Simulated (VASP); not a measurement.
# TiNi in VASP: further runs

TiNi is run at these levels: r2SCAN; tasks: single point, relaxation of cell and atoms.

Everything below comes from runs of VASP 6.6.1. Logs are shortened: lines on timing, memory, paths and dates and some standing lists are left out, and cuts for length are marked.

**1. The cell of the first run**

It takes space group P4/mmm (No. 123, tetragonal). The conventional cell has a = 2.955 Å, b = 2.955 Å, c = 3.123 Å, α = 90.00°, β = 90.00°, γ = 90.00°. Within 3.4 Å of Ti (site symmetry 4/mmm) lie 8 Ni at 2.61 Å and 6 Ti at 2.96 to 3.12 Å. Within 3.4 Å of Ni (site symmetry 4/mmm) lie 8 Ti at 2.61 Å and 6 Ni at 2.96 to 3.12 Å.

**2. Single point, r2SCAN (uniaxial strain along c: +4.5 %)**

POSCAR

```
TiNi
1.0
    2.9551656172      0.0000000000      0.0000000000
    0.0000000000      2.9551656172      0.0000000000
    0.0000000000      0.0000000000      3.1232850265
Ti Ni
1 1
Direct
    0.5000000000      0.5000000000      0.5000000000
    0.0000000000      0.0000000000      0.0000000000
```

INCAR.step1

```
SYSTEM = TiNi
PREC = Accurate
ENCUT = 520
ISMEAR = 0
SIGMA = 0.1
LREAL = .FALSE.
LASPH = .TRUE.
NELM = 60
NBANDS = 18
GGA = PE
ALGO = Normal
EDIFF = 1E-4
LWAVE = .TRUE.
LCHARG = .FALSE.
```

INCAR.step2

```
SYSTEM = TiNi
PREC = Accurate
ENCUT = 520
EDIFF = 1E-6
ISMEAR = 0
SIGMA = 0.1
LREAL = .FALSE.
LASPH = .TRUE.
NELM = 60
ALGO = Normal
ISIF = 2
LWAVE = .FALSE.
LCHARG = .TRUE.
METAGGA = R2SCAN
LMIXTAU = .TRUE.
LELF = .TRUE.
LVHAR = .TRUE.
NBANDS = 18
ISTART = 1
```

KPOINTS

```
regular mesh
0
G
  18 18 18
  0 0 0
```

Potentials or basis: VASP PAW PBE potentials, release 64 (Ti_sv, Ni).

Command:

```sh
> cat potpaw_PBE.64/Ti_sv/POTCAR potpaw_PBE.64/Ni/POTCAR > POTCAR
> cp INCAR.step1 INCAR
> mpirun -np 1 vasp_std > vasp.out
> cp INCAR.step2 INCAR
> mpirun -np 1 vasp_std > vasp.out
```

OUTCAR:

```text
SYSTEM = TiNi
   PREC = Accurate
   ENCUT = 520
   EDIFF = 1E-6
   ISMEAR = 0
   LREAL = .FALSE.
   LASPH = .TRUE.
   NELM = 60
   ISIF = 2
   METAGGA = R2SCAN
   ISTART = 1

 ion  position               nearest neighbor table
   1  0.500  0.500  0.500-   2 2.61   2 2.61   2 2.61   2 2.61   2 2.61   2 2.61   2 2.61   2 2.61

   2  0.000  0.000  0.000-   1 2.61   1 2.61   1 2.61   1 2.61   1 2.61   1 2.61   1 2.61   1 2.61

  LATTYP: Found a simple tetragonal cell.
 ALAT       =     2.9551656172
 C/A-ratio  =     1.0568900126

  Lattice vectors:

 A1 = (   2.9551656172,   0.0000000000,   0.0000000000)
 A2 = (   0.0000000000,   2.9551656172,   0.0000000000)
 A3 = (   0.0000000000,   0.0000000000,   3.1232850265)

Analysis of symmetry for initial positions (statically):
=====================================================================
 Subroutine PRICEL returns:
 Original cell was already a primitive cell.

 Routine SETGRP: Setting up the symmetry group for a
 simple tetragonal supercell.

 Subroutine GETGRP returns: Found 16 space group operations
 (whereof 16 operations were pure point group operations)
 out of a pool of 16 trial point group operations.

The static configuration has the point symmetry D_4h.

Analysis of symmetry for dynamics (positions and initial velocities):
=====================================================================
 Subroutine PRICEL returns:
 Original cell was already a primitive cell.

 Routine SETGRP: Setting up the symmetry group for a
 simple tetragonal supercell.

 Subroutine GETGRP returns: Found 16 space group operations
 (whereof 16 operations were pure point group operations)
 out of a pool of 16 trial point group operations.

The dynamic configuration has the point symmetry D_4h.

 Subroutine INISYM returns: Found 16 space group operations
 (whereof 16 operations are pure point group operations),
 and found     1 'primitive' translations

----------------------------------------------------------------------------------------

                                     Primitive cell

  volume of cell :      27.2757

  direct lattice vectors                    reciprocal lattice vectors
     2.955165617  0.000000000  0.000000000     0.338390510  0.000000000  0.000000000
     0.000000000  2.955165617  0.000000000     0.000000000  0.338390510  0.000000000
     0.000000000  0.000000000  3.123285027     0.000000000  0.000000000  0.320175710

  length of vectors
     2.955165617  2.955165617  3.123285027     0.338390510  0.338390510  0.320175710

  position of ions in fractional coordinates (direct lattice)
     0.500000000  0.500000000  0.500000000
     0.000000000  0.000000000  0.000000000
[... 79 lines left out ...]
   EDIFFG = 0.1E-04   stopping-criterion for IOM
   NSW    =      0    number of steps for IOM
   IBRION =     -1    ionic relax: 0-MD 1-quasi-New 2-CG
   NFREE  =      0    steps in history (QN), initial steepest desc. (CG)
   ISIF   =      2    stress and relaxation
   ISYM   =      2    0-nonsym 1-usesym 2-fastsym
   POTIM  = 0.5000    time-step for ionic-motion
   TEBEG  =    0.0;   TEEND  =   0.0 temperature during run
   PSTRESS=    0.0 pullay stress
   NELECT =      22.0000    total number of electrons
   NUPDOWN=      -1.0000    fix difference up-down
   EMIN   =  10.00;   EMAX   =-10.00  energy-range for DOS
   EFERMI =   0.00;   METHOD = LEGACY
   ISMEAR =     0;   SIGMA  =   0.10  broadening in eV -4-tet -1-fermi 0-gaus
   EFERMI_NEDOS =   21; number of points for ismear=-14 and -15
   IALGO  =     38    algorithm
   IMIX   =      4    mixing-type and parameters
     AMIX     =   0.40;   BMIX     =  1.00
     AMIX_MAG =   1.60;   BMIX_MAG =  1.00
  volume/ion in A,a.u.               =      13.64        92.03
  Fermi-wavevector in a.u.,A,eV,Ry     =   1.523903  2.879759 31.596539  2.322280
  Thomas-Fermi vector in A             =   2.632283
   LORBIT       =      0    0 simple, 1 ext, 2 COOP (PROOUT), +10 PAW based schemes
   METAGGA = R2SCAN    functional components
   LHFCALC =     F    Hartree Fock is set to
   AEXX    =    0.0000 exact exchange contribution
   IVDW    =     0    specifies the selected vdW correction
   LEPSILON=     F    determine dielectric tensor
   LRPA    =     F    only Hartree local field effects (RPA)
 non-spin polarized calculation
 Gauss-broadening in eV      SIGMA  =   0.10
  energy-cutoff  :      520.00
  volume of cell :       27.28
 maximum number of plane-waves:       755
 NGX is ok and might be reduce to    24
   NGX = 11   NGY = 11   NGZ = 11

 number of electron      21.9999992 magnetization

 Free energy of the ion-electron system (eV)
  ---------------------------------------------------
  ext. energy  EPLUGINS =         0.00000000
  ---------------------------------------------------
  free energy    TOTEN  =       -25.56887132 eV

  energy without entropy =      -25.55760843  energy(sigma->0) =      -25.56323988

 E-fermi :   9.3165     XC(G=0): -13.4263

 val. band max:        9.3157013566   @ k =   0.3889   0.1667   0.3333
 cond. band min:       9.3187413713   @ k =   0.3889   0.3333   0.2222
 fundamental gap:      0.0030400147
 Fermi energy:         9.3165415143

 k-point     1 :       0.0000    0.0000    0.0000
  band No.  band energies     occupation
      1     -50.3366      2.00000
      2     -25.4360      2.00000
      3     -25.3605      2.00000
      4     -25.3605      2.00000
      5       1.1411      2.00000
      6       5.3125      2.00000
[... 481 lines left out ...]
      5       3.4290      2.00000
      6       5.9402      2.00000
[... 10 lines left out ...]
     17      20.7998      0.00000
     18      21.3663      0.00000

 [... further k-points ...]

------------------------ aborting loop because EDIFF is reached ----------------------------------------

  FORCE on cell =-STRESS in cart. coord.  units (eV):
  Direction    XX          YY          ZZ          XY          YZ          ZX
  --------------------------------------------------------------------------------------
  -------------------------------------------------------------------------------------
  Total       -0.4277749     -0.4277749     -0.8290097      0.0000000      0.0000000      0.0000000
  in kB      -25.1275787    -25.1275787    -48.6961822      0.0000000      0.0000000      0.0000000
  external PRESSURE =     -32.9837799 kB  Pullay stress =       0.0000000 kB

 VOLUME and BASIS-vectors are now :
 -----------------------------------------------------------------------------
  energy-cutoff  :      520.00
  volume of cell :       27.28
      direct lattice vectors                 reciprocal lattice vectors
     2.955165617  0.000000000  0.000000000     0.338390510  0.000000000  0.000000000
     0.000000000  2.955165617  0.000000000     0.000000000  0.338390510  0.000000000
     0.000000000  0.000000000  3.123285027     0.000000000  0.000000000  0.320175710

 POSITION                                       TOTAL-FORCE (eV/Angst)
 -----------------------------------------------------------------------------------
      1.47758      1.47758      1.56164         0.000000      0.000000      0.000000
      0.00000      0.00000      0.00000         0.000000      0.000000      0.000000
 -----------------------------------------------------------------------------------
    total drift:                                0.000000      0.000000     -0.000000

  FREE ENERGIE OF THE ION-ELECTRON SYSTEM (eV)
  ---------------------------------------------------
  free  energy   TOTEN  =       -25.5688713212 eV

  energy  without entropy=      -25.5576084305  energy(sigma->0) =      -25.56323988
```

It took 5.1 min on 1 thread of Intel Xeon Platinum 8481C at 2.70GHz (Sapphire Rapids), shared host; peak memory 0.38 GiB.

What came out:

```yaml
Free_energy: -25.5689 eV
Pressure: -3.3 GPa
Band_gap_on_the_k_mesh: zero (band 11 reaches 9.92 eV, above the bottom of band 12 at 8.11 eV)
```

Stress tensor (GPa, compression positive):
```
-2.51  0.00  0.00
 0.00 -2.51  0.00
 0.00  0.00 -4.87
```

Caveat: the cell differs from its parent crystal (uniaxial strain along c: +4.5 %); the PAW data sets were made with another functional, which shifts forces and pressure a little.

**3. Relaxation of cell and atoms, r2SCAN, target pressure 1 GPa, at which the enthalpy is minimised**

This run uses another cell than the first one, of 13.21 Å³/atom, 0.969 times its volume.

POSCAR

```
TiNi
1.0
    2.9786840741      0.0000000000      0.0000000000
    0.0000000000      2.9786840741      0.0000000000
    0.0000000000      0.0000000000      2.9786840741
Ti Ni
1 1
Direct
    0.5000000000      0.5000000000      0.5000000000
    0.0000000000      0.0000000000      0.0000000000
```

INCAR.step1

```
SYSTEM = TiNi
ALGO = Normal ; EDIFF = 1E-4
ENCUT = 600 ; GGA = PE
ISMEAR = 0 ; LASPH = .TRUE.
LCHARG = .FALSE. ; LREAL = .FALSE.
LWAVE = .TRUE. ; NELM = 100
PREC = Accurate ; SIGMA = 0.1
```

INCAR.step2

```
SYSTEM = TiNi
ALGO = Normal ; EDIFF = 1E-6
EDIFFG = -0.008 ; ENCUT = 600
IBRION = 2 ; ISIF = 3
ISMEAR = 0 ; ISTART = 1
LASPH = .TRUE. ; LCHARG = .FALSE.
LMIXTAU = .TRUE. ; LREAL = .FALSE.
LWAVE = .FALSE. ; METAGGA = R2SCAN
NELM = 100 ; NSW = 70
PREC = Accurate ; PSTRESS = 10.0
SIGMA = 0.1
```

KPOINTS

```
k-points
0
G
  14 14 14
  0 0 0
```

Potentials or basis: VASP PAW PBE potentials, release 64 (Ti_sv, Ni).

Command:

```sh
> cat potpaw_PBE.64/Ti_sv/POTCAR potpaw_PBE.64/Ni/POTCAR > POTCAR
> cp INCAR.step1 INCAR
> mpirun -np 1 vasp_std > vasp.out
> cp INCAR.step2 INCAR
> mpirun -np 1 vasp_std > vasp.out
```

It took 2.5 min on 1 thread of Intel Xeon 6975P-C (Granite Rapids), shared host; peak memory 0.2 GiB.

Results (log left out):

| Quantity | Value |
| --- | --- |
| Free energy | -25.5788 eV |
| Relaxed volume | 13.31 Å³/atom |
| Relaxed cell | a = 2.986 Å, b = 2.986 Å, c = 2.986 Å, α = 90.00°, β = 90.00°, γ = 90.00° |
| Space group after relaxing (to 0.05 Å) | Pm-3m (No. 221) |
| Energy change on relaxing (the enthalpy is what falls) | -0.9 meV/atom |
| Ionic steps | 3 |
| Pressure after relaxing | 1.0 GPa |
| Band gap on the k mesh | zero (band 11 reaches 10.16 eV, above the bottom of band 12 at 8.32 eV) |

Step by step:
```tsv
step	energy change (eV)	largest force (eV/Å)	pressure (GPa)	volume (Å³)
1	0.0000	0.0000	2.15	26.43
2	-0.0023	0.0000	-0.14	26.79
3	-0.0019	0.0000	1.00	26.62
```

Final structure:
```
Ti Ni
1.0
     2.98570    0.00000    0.00000
     0.00000    2.98570    0.00000
     0.00000    0.00000    2.98570
Ti Ni
1 1
Direct
  0.50000 0.50000 0.50000
  0.00000 0.00000 0.00000
```

Levels at points of the mesh, in eV from the Fermi level:
```csv
k point,band 8,band 9,band 10,band 11,band 12,band 13,band 14,band 15
"(0.00, 0.00, 0.00)",-2.08,-2.08,-2.08,0.54,0.54,2.72,2.72,2.72
"(0.50, 0.00, 0.00)",-2.21,-2.21,-1.77,-0.68,-0.64,0.69,0.69,2.36
"(0.50, 0.50, 0.00)",-2.88,-1.33,-0.75,0.34,0.34,1.02,2.39,2.39
"(0.50, 0.50, 0.50)",-2.31,-2.31,-2.31,-1.30,-1.30,3.35,3.35,6.65
```

Caveat: the cell is relaxed towards a set pressure, so the enthalpy falls and the energy may rise; the PAW data sets were made with another functional, which shifts forces and pressure a little. Spin polarisation is off, so any magnetic state and its effect on volume and gap are missing.

**4. Relaxation of cell and atoms, r2SCAN, target pressure -1 GPa, at which the enthalpy is minimised**

This run uses another cell than the first one, of 13.48 Å³/atom, 0.988 times its volume.

POSCAR

```
TiNi
1.0
    2.9982158396      0.0000000000      0.0000000000
    0.0000000000      2.9982158396      0.0000000000
    0.0000000000      0.0000000000      2.9982158396
Ti Ni
1 1
Direct
    0.5000000000      0.5000000000      0.5000000000
    0.0000000000      0.0000000000      0.0000000000
```

INCAR.step1

```
SYSTEM = TiNi
ALGO = Normal
EDIFF = 1E-4
ENCUT = 600
GGA = PE
ISMEAR = 0
LASPH = .TRUE.
LCHARG = .FALSE.
LREAL = .FALSE.
LWAVE = .TRUE.
NELM = 100
PREC = Accurate
SIGMA = 0.1
```

INCAR.step2

```
SYSTEM = TiNi
ALGO = Normal
EDIFF = 1E-7
EDIFFG = -0.008
ENCUT = 600
IBRION = 2
ISIF = 3
ISMEAR = 0
ISTART = 1
LASPH = .TRUE.
LCHARG = .FALSE.
LMIXTAU = .TRUE.
LREAL = .FALSE.
LWAVE = .FALSE.
METAGGA = R2SCAN
NELM = 100
NSW = 70
PREC = Accurate
PSTRESS = -10.0
SIGMA = 0.1
```

KPOINTS is that of step 3.

Command:

```sh
> cat potpaw_PBE.64/Ti_sv/POTCAR potpaw_PBE.64/Ni/POTCAR > POTCAR
> cp INCAR.step1 INCAR
> mpirun -np 1 vasp_std > vasp.out
> cp INCAR.step2 INCAR
> mpirun -np 1 vasp_std > vasp.out
```

Run time: 2.7 min. Hardware: 1 thread of Intel Xeon 6975P-C (Granite Rapids), shared host; peak memory 0.2 GiB.

It converged, with:

| Item | Value |
| --- | --- |
| Free energy | -25.5791 eV |
| Relaxed volume | 13.46 Å³/atom |
| Relaxed cell | a = 2.997 Å, b = 2.997 Å, c = 2.997 Å, α = 90.00°, β = 90.00°, γ = 90.00° |
| Space group after relaxing (to 0.05 Å) | Pm-3m (No. 221) |
| Energy change on relaxing (the enthalpy is what falls) | -0.1 meV/atom |
| Ionic steps | 3 |
| Pressure after relaxing | -1.0 GPa |
| Band gap on the k mesh | zero (band 11 reaches 10.00 eV, above the bottom of band 12 at 8.19 eV) |

The path:
| step | energy change (eV) | largest force (eV/Å) | pressure (GPa) | volume (Å³) |
| --- | --- | --- | --- | --- |
| 1 | 0.0000 | 0.0000 | -1.25 | 26.95 |
| 2 | -0.0005 | 0.0000 | -0.68 | 26.87 |
| 3 | -0.0002 | 0.0000 | -0.99 | 26.92 |

Final structure:
```
Ti Ni
1.0
     2.99711    0.00000    0.00000
     0.00000    2.99711    0.00000
     0.00000    0.00000    2.99711
Ti Ni
1 1
Direct
  0.50000 0.50000 0.50000
  0.00000 0.00000 0.00000
```

Levels at points of the mesh, in eV from the Fermi level:
| k point | band 9 | band 10 | band 11 | band 12 | band 13 | band 14 |
| --- | --- | --- | --- | --- | --- | --- |
| (0.00, 0.00, 0.00) | -2.05 | -2.05 | 0.53 | 0.53 | 2.68 | 2.68 |
| (0.50, 0.00, 0.00) | -2.17 | -1.75 | -0.66 | -0.64 | 0.69 | 0.69 |
| (0.50, 0.50, 0.00) | -1.31 | -0.74 | 0.32 | 0.32 | 1.01 | 2.35 |
| (0.50, 0.50, 0.50) | -2.27 | -2.27 | -1.29 | -1.29 | 3.30 | 3.30 |

Caveat: the cell is relaxed towards a set pressure, so the enthalpy falls and the energy may rise; the PAW data sets were made with another functional, which shifts forces and pressure a little.

**5. The runs side by side**

```csv
task,cell,k mesh,cutoff (eV),gap on the mesh (eV),pressure (GPa)
single point,"a = 2.955, b = 2.955, c = 3.123 Å, 2 atoms",18 × 18 × 18,520,none,-3.3
relaxation of cell and atoms,"relaxed to 1 GPa from a = 2.979 Å, 2 atoms",14 × 14 × 14,600,none,1.0
relaxation of cell and atoms,"relaxed to -1 GPa from a = 2.998 Å, 2 atoms",14 × 14 × 14,600,none,-1.0
```

Alike in all rows: level r2SCAN; potentials or basis VASP PAW PBE potentials, release 64 (Ti_sv, Ni); no spin polarisation; smearing gaussian 0.1 eV.

Caveats: the PAW data sets were made with another functional, which shifts forces and pressure a little; the cell is relaxed towards a set pressure, so the enthalpy falls and the energy may rise (some runs).

Total energies depend on the potentials used, so only differences within one code and one set of settings carry meaning.
